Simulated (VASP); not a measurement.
# Ta3Mo in VASP: single point with PBE

Aim: the single point of Ta3Mo with PBE.

Everything below comes from runs of VASP 6.6.1. Logs are shortened: lines on timing, memory, paths and dates and some standing lists are left out, and cuts for length are marked.

**1. The cell of the first run**

The typed cell holds 16 atoms: a = 6.558 Å, b = 6.548 Å, c = 6.548 Å, α = 89.98°, β = 90.00°, γ = 90.00°.

**2. Single point, PBE**

Input file INCAR:

```
SYSTEM = Ta3Mo
ALGO     = Fast           ! electronic algorithm
EDIFF    = 1E-7           ! SCF threshold, eV
ENCUT    = 520            ! plane-wave cutoff, eV
GGA      = PE             ! functional
ISIF     = 2              ! what is computed and relaxed
ISMEAR   = 0              ! smearing method
ISYM     = 0            
LASPH    = .TRUE.         ! aspherical terms in the spheres
LCHARG   = .FALSE.        ! write CHGCAR
LREAL    = Auto         
LWAVE    = .FALSE.        ! write WAVECAR
NBANDS   = 108            ! bands
NELM     = 100            ! most SCF steps
PREC     = Accurate       ! precision mode
SIGMA    = 0.1            ! smearing width, eV
```

Input file KPOINTS:

```
k-points
0
G
  3 3 3
  0 0 0
```

Input file POSCAR:

```
Ta3Mo
1.0
    6.5584036195     -0.0000183981     -0.0002913082
   -0.0000170774      6.5478632657      0.0011782009
   -0.0002743295      0.0011811958      6.5478449628
Mo Ta
4 12
Direct
    0.9974913044      0.0000532358      0.0045429162
    0.9974729440      1.0000460077      0.4988508193
    0.7519306617      0.2472178123      0.2517202308
    0.7519417332      0.7529128557      0.2517213552
    0.5054348210      1.0000504917      0.0072860224
    0.9932496801      0.5000431241      0.0071155045
    0.2439803594      0.2444936865      0.2517207151
    0.5031053597      0.5000491845      0.0065028871
    0.5054227463      0.0000519697      0.4961463608
    0.9932445362      0.5000534696      0.4963194171
    0.2439857804      0.7556061568      0.2516961442
    0.2463167546      0.2452513449      0.7517251336
    0.5031018393      0.5000504554      0.4969389777
    0.7561611565      0.2446396048      0.7517281444
    0.2463160351      0.7548468092      0.7517049450
    0.7561606312      0.7554590095      0.7517208126
```

Potentials or basis: VASP PAW PBE potentials, release 64 (Mo_sv, Ta_pv).

Launch:

```
cat potpaw_PBE.64/Mo_sv/POTCAR potpaw_PBE.64/Ta_pv/POTCAR > POTCAR
mpirun -np 1 vasp_std > vasp.out
```

OUTCAR:

```text
SYSTEM = Ta3Mo
   EDIFF = 1E-7
   ENCUT = 520
   GGA = PE
   ISIF = 2
   ISMEAR = 0
   ISYM = 0
   LASPH = .TRUE.
   LREAL = Auto
   NELM = 100
   PREC = Accurate

 ion  position               nearest neighbor table
   1  0.997  0.000  0.005-  11 2.79   7 2.79  14 2.79  16 2.79   4 2.80   3 2.80  12 2.82  15 2.83
                             5 3.23   2 3.24   6 3.27   6 3.27   2 3.31   5 3.33
   2  0.997  0.000  0.499-   7 2.79  11 2.79  16 2.79  14 2.80   3 2.80   4 2.80  15 2.82  12 2.83
                             9 3.23   1 3.24  10 3.27  10 3.27   1 3.31   9 3.33
   3  0.752  0.247  0.252-   9 2.79   5 2.79   6 2.79  10 2.80   2 2.80   1 2.80   8 2.82  13 2.83
                             7 3.23   4 3.24  14 3.27  14 3.27   4 3.31   7 3.33
   4  0.752  0.753  0.252-   5 2.79   9 2.79  10 2.79   6 2.80   1 2.80   2 2.80  13 2.83   8 2.83
                            11 3.23   3 3.24  16 3.27  16 3.27   3 3.31  11 3.33
   5  0.505  0.000  0.007-   4 2.79   3 2.79  11 2.84   7 2.84  14 2.84  16 2.84  12 2.87  15 2.88
                             9 3.20   1 3.23   8 3.27   8 3.27   1 3.33   9 3.35
   6  0.993  0.500  0.007-   3 2.79   4 2.80  16 2.83  14 2.83   7 2.84  11 2.84  15 2.89  12 2.89
                            10 3.20   8 3.21   1 3.27   1 3.27   8 3.34  10 3.34
   7  0.244  0.244  0.252-   2 2.79   1 2.79   9 2.84   5 2.84   6 2.84  10 2.84   8 2.87  13 2.88
                            11 3.20   3 3.23  12 3.27  12 3.27   3 3.33  11 3.35
   8  0.503  0.500  0.007-   3 2.82   4 2.83   7 2.87  11 2.88  16 2.89  14 2.89  15 2.90  12 2.90
                            13 3.21   6 3.21   5 3.27   5 3.27  13 3.34   6 3.34
   9  0.505  0.000  0.496-   3 2.79   4 2.79   7 2.84  11 2.84  16 2.84  14 2.84  15 2.87  12 2.88
                             5 3.20   2 3.23  13 3.27  13 3.27   2 3.33   5 3.35
  10  0.993  0.500  0.496-   4 2.79   3 2.80  14 2.83  16 2.83  11 2.84   7 2.84  12 2.89  15 2.89
                             6 3.20  13 3.21   2 3.27   2 3.27  13 3.34   6 3.34
  11  0.244  0.756  0.252-   1 2.79   2 2.79   5 2.84   9 2.84  10 2.84   6 2.84  13 2.87   8 2.88
                             7 3.20   4 3.23  15 3.27  15 3.27   4 3.33   7 3.35
  12  0.246  0.245  0.752-   1 2.82   2 2.83   5 2.87   9 2.88  10 2.89   6 2.89  13 2.90   8 2.90
                            15 3.21  14 3.21   7 3.27   7 3.27  15 3.34  14 3.34
  13  0.503  0.500  0.497-   4 2.83   3 2.83  11 2.87   7 2.88  14 2.89  16 2.89  12 2.90  15 2.90
                             8 3.21  10 3.21   9 3.27   9 3.27   8 3.34  10 3.34
  14  0.756  0.245  0.752-   1 2.79   2 2.80  10 2.83   6 2.83   5 2.84   9 2.84  13 2.89   8 2.89
                            16 3.20  12 3.21   3 3.27   3 3.27  12 3.34  16 3.34
  15  0.246  0.755  0.752-   2 2.82   1 2.83   9 2.87   5 2.88   6 2.89  10 2.89   8 2.90  13 2.90
                            12 3.21  16 3.21  11 3.27  11 3.27  12 3.34  16 3.34
  16  0.756  0.755  0.752-   2 2.79   1 2.79   6 2.83  10 2.83   9 2.84   5 2.84   8 2.89  13 2.89
                            14 3.20  15 3.21   4 3.27   4 3.27  15 3.34  14 3.34

IMPORTANT INFORMATION: All symmetrisations will be switched off!
NOSYMM: (Re-)initialisation of all symmetry stuff for point group C_1.

----------------------------------------------------------------------------------------

                                     Primitive cell

  volume of cell :     281.1876

  direct lattice vectors                    reciprocal lattice vectors
[... 129 lines left out ...]
   GGA     = PE    functional components
   LHFCALC =     F    Hartree Fock is set to
   AEXX    =    0.0000 exact exchange contribution
   IVDW    =     0    specifies the selected vdW correction
   LEPSILON=     F    determine dielectric tensor
   LRPA    =     F    only Hartree local field effects (RPA)
 non-spin polarized calculation
 RMM-DIIS sequential band-by-band and
 Gauss-broadening in eV      SIGMA  =   0.10
  energy-cutoff  :      520.00
  volume of cell :      281.19
 maximum number of plane-waves:      7585
 NGX is ok and might be reduce to    50
   NGX = 25   NGY = 25   NGZ = 25

 number of electron     188.0000006 magnetization

 Free energy of the ion-electron system (eV)
  ---------------------------------------------------
  ext. energy  EPLUGINS =         0.00000000
  ---------------------------------------------------
  free energy    TOTEN  =      -186.65482732 eV

  energy without entropy =     -186.54453506  energy(sigma->0) =     -186.59968119

 E-fermi :   6.7974     XC(G=0): -12.7417

 val. band max:        6.7950974596   @ k =   0.3333  -0.0000   0.3333
 cond. band min:       6.8484796691   @ k =   0.0000   0.3333   0.3333
 fundamental gap:      0.0533822095
 Fermi energy:         6.7974194819

 k-point     1 :       0.0000    0.0000    0.0000
  band No.  band energies     occupation
      1     -53.4477      2.00000
      2     -53.3930      2.00000
      3     -53.3929      2.00000
      4     -53.3634      2.00000
      5     -27.9501      2.00000
      6     -27.8411      2.00000
[... 1515 lines left out ...]
    105       9.3832      0.00000
    106       9.4869      0.00000
 [bands above 106 left out]

------------------------ aborting loop because EDIFF is reached ----------------------------------------

  FORCE on cell =-STRESS in cart. coord.  units (eV):
  Direction    XX          YY          ZZ          XY          YZ          ZX
  --------------------------------------------------------------------------------------
  -------------------------------------------------------------------------------------
  Total        0.2227341      0.3041624      0.2920660      0.0000274     -0.0252252      0.0095791
  in kB        1.2691155      1.7330855      1.6641617      0.0001562     -0.1437303      0.0545805
  external PRESSURE =       1.5554542 kB  Pullay stress =       0.0000000 kB

 VOLUME and BASIS-vectors are now :
 -----------------------------------------------------------------------------
  energy-cutoff  :      520.00
  volume of cell :      281.19
      direct lattice vectors                 reciprocal lattice vectors
     6.558403619 -0.000018398 -0.000291308     0.152476130  0.000000397  0.000006388
    -0.000017077  6.547863266  0.001178201     0.000000427  0.152721581 -0.000027550
    -0.000274329  0.001181196  6.547844963     0.000006783 -0.000027480  0.152722009

 POSITION                                       TOTAL-FORCE (eV/Angst)
 -----------------------------------------------------------------------------------
      6.54195      0.00034      0.02946         0.005833     -0.000506     -0.004199
      6.54169      0.00087      3.26611         0.007130      0.000828      0.004815
      4.93139      1.61903      1.64830        -0.006035      0.004468     -0.000026
      4.93146      4.93025      1.64890        -0.006623     -0.006321     -0.001320
      3.31484      0.00033      0.04756        -0.003442     -0.000299     -0.005612
      6.51412      3.27420      0.04689         0.006437     -0.000542     -0.005209
[... 8 lines left out ...]
      1.61522      4.94352      4.92287         0.003125     -0.000826     -0.001096
      4.95899      4.94752      4.92282        -0.005978     -0.007871     -0.001034
 -----------------------------------------------------------------------------------
    total drift:                               -0.001560      0.000251      0.004537

  FREE ENERGIE OF THE ION-ELECTRON SYSTEM (eV)
  ---------------------------------------------------
  free  energy   TOTEN  =      -186.6548273236 eV

  energy  without entropy=     -186.5445350637  energy(sigma->0) =     -186.59968119
```

OSZICAR:

```text
N       E                     dE             d eps       ncg     rms          rms(c)
DAV:   1     0.227630413287E+04    0.22763E+04   -0.10573E+05  3024   0.183E+03
DAV:   2    -0.413589686499E+02   -0.23177E+04   -0.22642E+04  3136   0.575E+02
DAV:   3    -0.189077547840E+03   -0.14772E+03   -0.14074E+03  3876   0.126E+02
[... 12 lines left out ...]
RMM:  16    -0.186654825940E+03   -0.11176E-05   -0.18412E-05  4261   0.814E-03    0.312E-03
RMM:  17    -0.186654826760E+03   -0.82021E-06   -0.73911E-06  3536   0.409E-03    0.228E-03
RMM:  18    -0.186654827094E+03   -0.33405E-06   -0.17347E-06  2772   0.197E-03    0.967E-04
RMM:  19    -0.186654827270E+03   -0.17604E-06   -0.71633E-07  2471   0.107E-03    0.343E-04
RMM:  20    -0.186654827324E+03   -0.53336E-07   -0.21163E-07  2240   0.588E-04
   1 F= -.18665483E+03 E0= -.18659968E+03  d E =-.110292E+00
```

Run time: 11 min. Hardware: 1 thread of Intel Xeon 6975P-C (Granite Rapids), shared host; peak memory 0.51 GiB.

What came out:

- Free energy: -186.6548 eV
- Pressure: 0.2 GPa
- Largest force: 0.010 eV/Å
- Band gap on the k mesh: zero (bands 94 and 95 overlap by 1.52 eV)

Forces in eV/Å, atoms in the order of the input:
```
Mo   0.006 -0.001 -0.004
Mo   0.007  0.001  0.005
Mo  -0.006  0.004  0.000
Mo  -0.007 -0.006 -0.001
Ta  -0.003  0.000 -0.006
Ta   0.006 -0.001 -0.005
Ta   0.004  0.007  0.001
Ta  -0.004 -0.001  0.000
Ta  -0.003  0.001  0.006
Ta   0.006  0.001  0.006
Ta   0.004 -0.007  0.001
Ta   0.003  0.001 -0.001
Ta  -0.004  0.001  0.001
Ta  -0.006  0.008  0.001
Ta   0.003 -0.001 -0.001
Ta  -0.006 -0.008 -0.001
```

Caveat: spin-orbit coupling is left out, which moves the levels of the heavy elements.

The gap in the log of VASP goes by the Fermi energy; the results here count the filled bands.